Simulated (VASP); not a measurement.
# Rh (Fm-3m) in VASP: further runs

The runs below take Rh through single point, with PBE.

Everything below comes from runs of VASP 6.6.1. Logs are shortened: lines on timing, memory, paths and dates and some standing lists are left out, and cuts for length are marked.

**1. The cell of the first run**

Symmetry: Fm-3m, No. 225, cubic system. The conventional cell has a = 3.832 Å, b = 3.832 Å, c = 3.832 Å, α = 90.00°, β = 90.00°, γ = 90.00°. Rh (site symmetry m-3m) has 12 Rh at 2.71 Å within 3.6 Å.

**2. Single point, PBE**

INCAR

```
PREC = Accurate
ENCUT = 520
EDIFF = 1E-6
ISMEAR = -1
SIGMA = 0.1
LREAL = False
LASPH = True
NELM = 60
ALGO = Normal
ISIF = 2
LWAVE = False
LCHARG = False
GGA = PE
NBANDS = 14
```

KPOINTS

```
regular mesh
0
Gamma
  15 15 15
```

POSCAR

```
Rh
1.0
    0.0000000000      1.9160595532      1.9160595532
    1.9160595532      0.0000000000      1.9160595532
    1.9160595532      1.9160595532      0.0000000000
Rh
1
Direct
    0.0000000000      0.0000000000      0.0000000000
```

Potentials or basis: VASP PAW PBE potentials, release 64 (Rh_pv).

The run is started by

```sh
$ cat potpaw_PBE.64/Rh_pv/POTCAR > POTCAR
$ mpirun -np 1 vasp_std > vasp.out
```

OUTCAR:

```text
PREC = Accurate
   ENCUT = 520
   EDIFF = 1E-6
   ISMEAR = -1
   LREAL = False
   LASPH = True
   NELM = 60
   ISIF = 2
   GGA = PE

 ion  position               nearest neighbor table
   1  0.000  0.000  0.000-

  LATTYP: Found a face centered cubic cell.
 ALAT       =     3.8321191064

  Lattice vectors:

 A1 = (   0.0000000000,   1.9160595532,   1.9160595532)
 A2 = (   1.9160595532,   0.0000000000,   1.9160595532)
 A3 = (   1.9160595532,   1.9160595532,   0.0000000000)

Analysis of symmetry for initial positions (statically):
=====================================================================
 Subroutine PRICEL returns:
 Original cell was already a primitive cell.

 Routine SETGRP: Setting up the symmetry group for a
 face centered cubic supercell.

 Subroutine GETGRP returns: Found 48 space group operations
 (whereof 48 operations were pure point group operations)
 out of a pool of 48 trial point group operations.

The static configuration has the point symmetry O_h .

Analysis of symmetry for dynamics (positions and initial velocities):
=====================================================================
 Subroutine PRICEL returns:
 Original cell was already a primitive cell.

 Routine SETGRP: Setting up the symmetry group for a
 face centered cubic supercell.

 Subroutine GETGRP returns: Found 48 space group operations
 (whereof 48 operations were pure point group operations)
 out of a pool of 48 trial point group operations.

The dynamic configuration has the point symmetry O_h .

 Subroutine INISYM returns: Found 48 space group operations
 (whereof 48 operations are pure point group operations),
 and found     1 'primitive' translations

----------------------------------------------------------------------------------------

                                     Primitive cell

  volume of cell :      14.0688

  direct lattice vectors                    reciprocal lattice vectors
     0.000000000  1.916059553  1.916059553    -0.260952223  0.260952223  0.260952223
     1.916059553  0.000000000  1.916059553     0.260952223 -0.260952223  0.260952223
     1.916059553  1.916059553  0.000000000     0.260952223  0.260952223 -0.260952223

  length of vectors
     2.709717406  2.709717406  2.709717406     0.451982509  0.451982509  0.451982509

  position of ions in fractional coordinates (direct lattice)
     0.000000000  0.000000000  0.000000000

  ion indices of the primitive-cell ions
   primitive index   ion index
                 1           1

----------------------------------------------------------------------------------------

 KPOINTS: regular mesh

Automatic generation of k-mesh.
 Grid dimensions read from file:
 generate k-points for:   15   15   15

 Generating k-lattice:

  Cartesian coordinates                     Fractional coordinates (reciprocal lattice)
    -0.017396815  0.017396815  0.017396815     0.066666667  0.000000000  0.000000000
     0.017396815 -0.017396815  0.017396815     0.000000000  0.066666667  0.000000000
     0.017396815  0.017396815 -0.017396815     0.000000000  0.000000000  0.066666667

  Length of vectors
     0.030132167  0.030132167  0.030132167

  Shift w.r.t. Gamma in fractional coordinates (k-lattice)
     0.000000000  0.000000000  0.000000000

 Subroutine IBZKPT returns following result:
 ===========================================

 Found    120 irreducible k-points:

 Following reciprocal coordinates:
            Coordinates               Weight
  0.000000  0.000000  0.000000      1.000000
  0.066667  0.000000  0.000000      8.000000
  0.133333  0.000000  0.000000      8.000000
  0.200000  0.000000  0.000000      8.000000
  0.266667  0.000000  0.000000      8.000000
  0.333333  0.000000  0.000000      8.000000
[... 16 lines left out ...]
  0.133333  0.133333  0.000000      6.000000
  0.200000  0.133333  0.000000     24.000000
 [... further k-points ...]
   k-points           NKPTS =    120   k-points in BZ     NKDIM =    120   number of bands    NBANDS=     14
   number of dos      NEDOS =    301   number of ions     NIONS =      1
   total plane-waves  NPLWV =   8000
   dimension x,y,z NGX =    20 NGY =   20 NGZ =   20
   dimension x,y,z NGXF=    40 NGYF=   40 NGZF=   40
   ions per type =               1
   NGX,Y,Z   is equivalent  to a cutoff of  12.27, 12.27, 12.27 a.u.
   NGXF,Y,Z  is equivalent  to a cutoff of  24.54, 24.54, 24.54 a.u.
 SYSTEM =  unknown system
   PREC   = accura    normal or accurate (medium, high low for compatibility)
   ISTART =      0    job   : 0-new  1-cont  2-samecut
   ICHARG =      2    charge: 1-file 2-atom 10-const
   ISPIN  =      1    spin polarized calculation?
   LNONCOLLINEAR =      F non collinear calculations
   LSORBIT =      F    spin-orbit coupling
   LASPH  =      T    aspherical Exc in radial PAW
   ENCUT  =  520.0 eV  38.22 Ry    6.18 a.u.   5.04  5.04  5.04*2*pi/ulx,y,z
   NELM   =     60;   NELMIN=  2; NELMDL= -5     # of ELM steps
   EDIFF  = 0.1E-05   stopping-criterion for ELM
   LREAL  =      F    real-space projection
   EDIFFG = 0.1E-04   stopping-criterion for IOM
   NSW    =      0    number of steps for IOM
   IBRION =     -1    ionic relax: 0-MD 1-quasi-New 2-CG
   NFREE  =      0    steps in history (QN), initial steepest desc. (CG)
   ISIF   =      2    stress and relaxation
   ISYM   =      2    0-nonsym 1-usesym 2-fastsym
   POTIM  = 0.5000    time-step for ionic-motion
   TEBEG  =    0.0;   TEEND  =   0.0 temperature during run
   PSTRESS=    0.0 pullay stress
   NELECT =      15.0000    total number of electrons
   NUPDOWN=      -1.0000    fix difference up-down
   EMIN   =  10.00;   EMAX   =-10.00  energy-range for DOS
   EFERMI =   0.00;   METHOD = LEGACY
   ISMEAR =    -1;   SIGMA  =   0.10  broadening in eV -4-tet -1-fermi 0-gaus
   EFERMI_NEDOS =   21; number of points for ismear=-14 and -15
   IALGO  =     38    algorithm
   IMIX   =      4    mixing-type and parameters
     AMIX     =   0.40;   BMIX     =  1.00
     AMIX_MAG =   1.60;   BMIX_MAG =  1.00
  volume/ion in A,a.u.               =      14.07        94.94
  Fermi-wavevector in a.u.,A,eV,Ry     =   1.672449  3.160471 38.056666  2.797086
  Thomas-Fermi vector in A             =   2.757594
   LORBIT       =      0    0 simple, 1 ext, 2 COOP (PROOUT), +10 PAW based schemes
   GGA     = PE    functional components
   LHFCALC =     F    Hartree Fock is set to
   AEXX    =    0.0000 exact exchange contribution
   IVDW    =     0    specifies the selected vdW correction
   LEPSILON=     F    determine dielectric tensor
   LRPA    =     F    only Hartree local field effects (RPA)
 non-spin polarized calculation
  energy-cutoff  :      520.00
  volume of cell :       14.07
 maximum number of plane-waves:       388
   NGX =  9   NGY =  9   NGZ =  9

 number of electron      15.0000003 magnetization

 Free energy of the ion-electron system (eV)
  ---------------------------------------------------
  ext. energy  EPLUGINS =         0.00000000
  ---------------------------------------------------
  free energy    TOTEN  =        -7.28120619 eV

  energy without entropy =       -7.23529784  energy(sigma->0) =       -7.25825201

 E-fermi :  11.4744     XC(G=0): -13.8843

 val. band max:       11.4702378485   @ k =  -0.3333   0.2667   0.0667
 cond. band min:      11.4850117017   @ k =  -0.2667   0.0667   0.0000
 fundamental gap:      0.0147738532
 Fermi energy:        11.4744404447

 k-point     1 :       0.0000    0.0000    0.0000
  band No.  band energies     occupation
      1     -34.8578      2.00000
      2     -34.8578      2.00000
      3     -34.8578      2.00000
      4       3.6963      2.00000
      5       8.5146      2.00000
      6       8.5146      2.00000
      7       8.5146      2.00000
      8      10.5242      1.99985
      9      10.5242      1.99985
     10      27.4968      0.00000
     11      32.0765      0.00000
     12      32.8262      0.00000
     13      32.8262      0.00000
     14      32.8262      0.00000

 k-point     2 :       0.0667    0.0000    0.0000
  band No.  band energies     occupation
      1     -34.8880      2.00000
      2     -34.8619      2.00000
      3     -34.8619      2.00000
      4       3.8712      2.00000
      5       8.4392      2.00000
      6       8.5818      2.00000
      7       8.5818      2.00000
      8      10.4875      1.99990
      9      10.4875      1.99990
     10      27.7428      0.00000
     11      31.8625      0.00000
     12      32.0798      0.00000
     13      33.0767      0.00000
     14      33.0767      0.00000

 k-point     3 :       0.1333    0.0000    0.0000
  band No.  band energies     occupation
      1     -34.9727      2.00000
      2     -34.8735      2.00000
      3     -34.8735      2.00000
      4       4.3623      2.00000
      5       8.2683      2.00000
      6       8.7442      2.00000
      7       8.7442      2.00000
      8      10.4248      1.99994
      9      10.4248      1.99994
     10      28.3481      0.00000
     11      30.0357      0.00000
     12      32.0767      0.00000
     13      33.7909      0.00000
     14      33.7909      0.00000
[... 324 lines left out ...]
 k-point    23 :       0.1333    0.1333    0.0000
  band No.  band energies     occupation
      1     -34.9692      2.00000
      2     -34.8994      2.00000
      3     -34.8994      2.00000
      4       4.5864      2.00000
      5       7.9551      2.00000
      6       8.9810      2.00000
      7       8.9810      2.00000
      8       9.9542      2.00000
      9      10.7470      1.99862
     10      28.7590      0.00000
     11      31.0008      0.00000
     12      32.0769      0.00000
     13      32.6180      0.00000
     14      32.6180      0.00000

 k-point    24 :       0.2000    0.1333    0.0000
  band No.  band energies     occupation
      1     -35.0497      2.00000
      2     -34.9206      2.00000
      3     -34.9149      2.00000
      4       5.1140      2.00000
      5       7.7112      2.00000
      6       9.1351      2.00000
      7       9.2079      2.00000
      8       9.8733      2.00000
      9      10.8698      1.99528
     10      29.3140      0.00000
     11      29.7930      0.00000
     12      32.0759      0.00000
     13      32.4080      0.00000
     14      32.9382      0.00000

 [... further k-points ...]
[... 5 lines left out ...]
  --------------------------------------------------------------------------------------
  -------------------------------------------------------------------------------------
  Total        0.0087190      0.0087190      0.0087190      0.0000000     -0.0000000      0.0000000
  in kB        0.9929307      0.9929307      0.9929307      0.0000000     -0.0000000      0.0000000
  external PRESSURE =       0.9929307 kB  Pullay stress =       0.0000000 kB

 VOLUME and BASIS-vectors are now :
 -----------------------------------------------------------------------------
  energy-cutoff  :      520.00
  volume of cell :       14.07
      direct lattice vectors                 reciprocal lattice vectors
     0.000000000  1.916059553  1.916059553    -0.260952223  0.260952223  0.260952223
     1.916059553  0.000000000  1.916059553     0.260952223 -0.260952223  0.260952223
     1.916059553  1.916059553  0.000000000     0.260952223  0.260952223 -0.260952223

 POSITION                                       TOTAL-FORCE (eV/Angst)
 -----------------------------------------------------------------------------------
      0.00000      0.00000      0.00000        -0.000000     -0.000000     -0.000000
 -----------------------------------------------------------------------------------
    total drift:                                0.000000      0.000000      0.000000

  FREE ENERGIE OF THE ION-ELECTRON SYSTEM (eV)
  ---------------------------------------------------
  free  energy   TOTEN  =        -7.2812061866 eV

  energy  without entropy=       -7.2352978408  energy(sigma->0) =       -7.25825201
```

Wall time 7.5 s (1 thread of Intel Xeon 6975P-C (Granite Rapids), shared host); peak memory 0.14 GiB.

Results:

| Property | Result |
| --- | --- |
| Free energy | -7.2812 eV |
| Pressure | 0.1 GPa |

**3. Single point, PBE**

INCAR

```
PREC     = Accurate       # precision mode
ENCUT    = 520            # plane-wave cutoff, eV
EDIFF    = 1E-7           # SCF threshold, eV
ISMEAR   = -1             # smearing method
SIGMA    = 0.1            # smearing width, eV
LREAL    = False          # projectors in reciprocal space
LASPH    = True           # aspherical terms in the spheres
NELM     = 80             # most SCF steps
ALGO     = Normal         # electronic algorithm
ISIF     = 2              # what is computed and relaxed
LWAVE    = False          # write WAVECAR
LCHARG   = False          # write CHGCAR
GGA      = PE             # functional
NBANDS   = 14             # bands
```

KPOINTS

```
regular mesh
0
Gamma
  20 20 20
```

POSCAR is that of step 2.

Potentials or basis: VASP PAW PBE potentials, release 64 (Rh_pv).

The run is started by

```sh
$ cat potpaw_PBE.64/Rh_pv/POTCAR > POTCAR
$ mpirun -np 1 vasp_std > vasp.out
```

OUTCAR:

```text
PREC = Accurate
   ENCUT = 520
   EDIFF = 1E-7
   ISMEAR = -1
   LREAL = False
   LASPH = True
   NELM = 80
   ISIF = 2
   GGA = PE

 ion  position               nearest neighbor table
   1  0.000  0.000  0.000-

  LATTYP: Found a face centered cubic cell.
 ALAT       =     3.8321191064

  Lattice vectors:

 A1 = (   0.0000000000,   1.9160595532,   1.9160595532)
 A2 = (   1.9160595532,   0.0000000000,   1.9160595532)
 A3 = (   1.9160595532,   1.9160595532,   0.0000000000)

Analysis of symmetry for initial positions (statically):
=====================================================================
 Subroutine PRICEL returns:
 Original cell was already a primitive cell.

 Routine SETGRP: Setting up the symmetry group for a
 face centered cubic supercell.

 Subroutine GETGRP returns: Found 48 space group operations
 (whereof 48 operations were pure point group operations)
 out of a pool of 48 trial point group operations.

The static configuration has the point symmetry O_h .

Analysis of symmetry for dynamics (positions and initial velocities):
=====================================================================
 Subroutine PRICEL returns:
 Original cell was already a primitive cell.

 Routine SETGRP: Setting up the symmetry group for a
 face centered cubic supercell.

 Subroutine GETGRP returns: Found 48 space group operations
 (whereof 48 operations were pure point group operations)
 out of a pool of 48 trial point group operations.

The dynamic configuration has the point symmetry O_h .

 Subroutine INISYM returns: Found 48 space group operations
 (whereof 48 operations are pure point group operations),
 and found     1 'primitive' translations

----------------------------------------------------------------------------------------

                                     Primitive cell

  volume of cell :      14.0688
[... 106 lines left out ...]
     AMIX     =   0.40;   BMIX     =  1.00
     AMIX_MAG =   1.60;   BMIX_MAG =  1.00
  volume/ion in A,a.u.               =      14.07        94.94
  Fermi-wavevector in a.u.,A,eV,Ry     =   1.672449  3.160471 38.056666  2.797086
  Thomas-Fermi vector in A             =   2.757594
   LORBIT       =      0    0 simple, 1 ext, 2 COOP (PROOUT), +10 PAW based schemes
   GGA     = PE    functional components
   LHFCALC =     F    Hartree Fock is set to
   AEXX    =    0.0000 exact exchange contribution
   IVDW    =     0    specifies the selected vdW correction
   LEPSILON=     F    determine dielectric tensor
   LRPA    =     F    only Hartree local field effects (RPA)
 non-spin polarized calculation
  energy-cutoff  :      520.00
  volume of cell :       14.07
 maximum number of plane-waves:       392
   NGX =  9   NGY =  9   NGZ =  9

 number of electron      15.0000003 magnetization

 Free energy of the ion-electron system (eV)
  ---------------------------------------------------
  ext. energy  EPLUGINS =         0.00000000
  ---------------------------------------------------
  free energy    TOTEN  =        -7.28109072 eV

  energy without entropy =       -7.23540619  energy(sigma->0) =       -7.25824845

 E-fermi :  11.4787     XC(G=0): -13.8832

 val. band max:       11.4779950304   @ k =  -0.3000   0.2500   0.1000
 cond. band min:      11.4846506186   @ k =   0.3500   0.1000   0.0000
 fundamental gap:      0.0066555882
 Fermi energy:        11.4787438436

 k-point     1 :       0.0000    0.0000    0.0000
  band No.  band energies     occupation
      1     -34.8496      2.00000
      2     -34.8496      2.00000
      3     -34.8496      2.00000
      4       3.6964      2.00000
      5       8.5195      2.00000
      6       8.5195      2.00000
      7       8.5195      2.00000
      8      10.5300      1.99985
      9      10.5300      1.99985
     10      27.4962      0.00000
     11      32.0934      0.00000
     12      32.8260      0.00000
     13      32.8260      0.00000
     14      32.8260      0.00000
[... 377 lines left out ...]
      1     -35.4131      2.00000
      2     -34.9464      2.00000
      3     -34.9240      2.00000
      4       5.7598      2.00000
      5       8.5797      2.00000
      6       8.6612      2.00000
      7       9.9461      2.00000
      8      11.3016      1.70937
      9      12.0311      0.00795
     10      22.6481      0.00000
     11      27.8463      0.00000
     12      32.0927      0.00000
     13      32.9620      0.00000
     14      34.5680      0.00000

 [... further k-points ...]
[... 5 lines left out ...]
  --------------------------------------------------------------------------------------
  -------------------------------------------------------------------------------------
  Total        0.0007009      0.0007009      0.0007009     -0.0000000     -0.0000000      0.0000000
  in kB        0.0798173      0.0798173      0.0798173     -0.0000000     -0.0000000      0.0000000
  external PRESSURE =       0.0798173 kB  Pullay stress =       0.0000000 kB

 VOLUME and BASIS-vectors are now :
 -----------------------------------------------------------------------------
  energy-cutoff  :      520.00
  volume of cell :       14.07
      direct lattice vectors                 reciprocal lattice vectors
     0.000000000  1.916059553  1.916059553    -0.260952223  0.260952223  0.260952223
     1.916059553  0.000000000  1.916059553     0.260952223 -0.260952223  0.260952223
     1.916059553  1.916059553  0.000000000     0.260952223  0.260952223 -0.260952223

 POSITION                                       TOTAL-FORCE (eV/Angst)
 -----------------------------------------------------------------------------------
      0.00000      0.00000      0.00000        -0.000000     -0.000000     -0.000000
 -----------------------------------------------------------------------------------
    total drift:                                0.000000      0.000000      0.000000

  FREE ENERGIE OF THE ION-ELECTRON SYSTEM (eV)
  ---------------------------------------------------
  free  energy   TOTEN  =        -7.2810907245 eV

  energy  without entropy=       -7.2354061854  energy(sigma->0) =       -7.25824845
```

OSZICAR:

```text
N       E                     dE             d eps       ncg     rms          rms(c)
DAV:   1     0.120287319066E+03    0.12029E+03   -0.87895E+03  7198   0.115E+03
DAV:   2    -0.623138596079E+01   -0.12652E+03   -0.12093E+03  7930   0.339E+02
DAV:   3    -0.777598311536E+01   -0.15446E+01   -0.15422E+01  8572   0.415E+01
DAV:   4    -0.778181067077E+01   -0.58276E-02   -0.58272E-02  8314   0.261E+00
DAV:   5    -0.778186393287E+01   -0.53262E-04   -0.53261E-04  8470   0.220E-01    0.959E+00
DAV:   6    -0.729849455404E+01    0.48337E+00   -0.82576E-01  7654   0.126E+01    0.330E+00
DAV:   7    -0.728438728706E+01    0.14107E-01   -0.16925E-02  8308   0.147E+00    0.161E+00
DAV:   8    -0.728120622947E+01    0.31811E-02   -0.32008E-03  7726   0.756E-01    0.170E-01
DAV:   9    -0.728108940035E+01    0.11683E-03   -0.98037E-05  7678   0.137E-01    0.111E-02
DAV:  10    -0.728109055605E+01   -0.11557E-05   -0.32423E-06  8272   0.219E-02    0.271E-03
DAV:  11    -0.728109075229E+01   -0.19624E-06   -0.26818E-07  8076   0.710E-03    0.747E-04
DAV:  12    -0.728109072446E+01    0.27831E-07   -0.82187E-09  3788   0.130E-03
   1 F= -.72810907E+01 E0= -.72582485E+01  d E =-.456845E-01
```

It took 16 s on 1 thread of Intel Xeon 6975P-C (Granite Rapids), shared host; peak memory 0.15 GiB.

What came out:

```yaml
Free_energy: -7.2811 eV
Pressure: 0.0 GPa
```

Levels at points of the mesh, in eV from the Fermi level:
| k point | band 3 | band 4 | band 5 | band 6 | band 7 | band 8 | band 9 | band 10 | band 11 | band 12 |
| --- | --- | --- | --- | --- | --- | --- | --- | --- | --- | --- |
| (0.00, 0.00, 0.00) | -46.33 | -7.78 | -2.96 | -2.96 | -2.96 | -0.95 | -0.95 | 16.02 | 20.61 | 21.35 |
| (0.50, 0.00, 0.00) | -46.42 | -5.92 | -3.03 | -3.03 | 0.56 | 0.56 | 0.77 | 8.42 | 15.51 | 20.61 |
| (0.50, 0.50, 0.00) | -46.58 | -6.09 | -5.73 | 0.53 | 0.96 | 0.96 | 3.24 | 11.99 | 13.20 | 13.20 |
